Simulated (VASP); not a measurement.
Input of a VASP 6.6.1 run:

File INCAR:

```
PREC     = Accurate       # precision mode
ENCUT    = 500            # plane-wave cutoff, eV
EDIFF    = 1E-6           # SCF threshold, eV
ISMEAR   = 0              # smearing method
SIGMA    = 0.02           # smearing width, eV
LREAL    = F              # projectors in reciprocal space
LASPH    = T              # aspherical terms in the spheres
NELM     = 120            # most SCF steps
ALGO     = Normal         # electronic algorithm
ISIF     = 2              # what is computed and relaxed
LWAVE    = F              # write WAVECAR
LCHARG   = F              # write CHGCAR
GGA      = PS             # functional
NBANDS   = 16             # bands
GGA_COMPAT= F
```

The input KPOINTS:

```
Automatic mesh
0
Gamma
  6 6 6
```

POSCAR

```
CdTe
1.0
    0.0000000000      3.2448056004      3.2448056004
    3.2448056004      0.0000000000      3.2448056004
    3.2448056004      3.2448056004      0.0000000000
Cd Te
1 1
Direct
    0.0000000000      0.0000000000      0.0000000000
    0.2500000000      0.2500000000      0.2500000000
```

Potentials or basis: VASP PAW PBE potentials, release 64 (Cd, Te).

The run is started by

```console
$ cat potpaw_PBE.64/Cd/POTCAR potpaw_PBE.64/Te/POTCAR > POTCAR
$ mpirun -np 1 vasp_std > vasp.out
```

Problem. What does it give for the band gap on the k mesh?

Solution. 0.65 eV, direct.

Problem. What does it give for the pressure?

Solution. 0.2 GPa.

Caveat: the PAW data sets were made with another functional, which shifts forces and pressure a little; spin-orbit coupling is left out, which moves the levels of the heavy elements. PBEsol gaps usually lie below the measured ones, often by a third to a half.
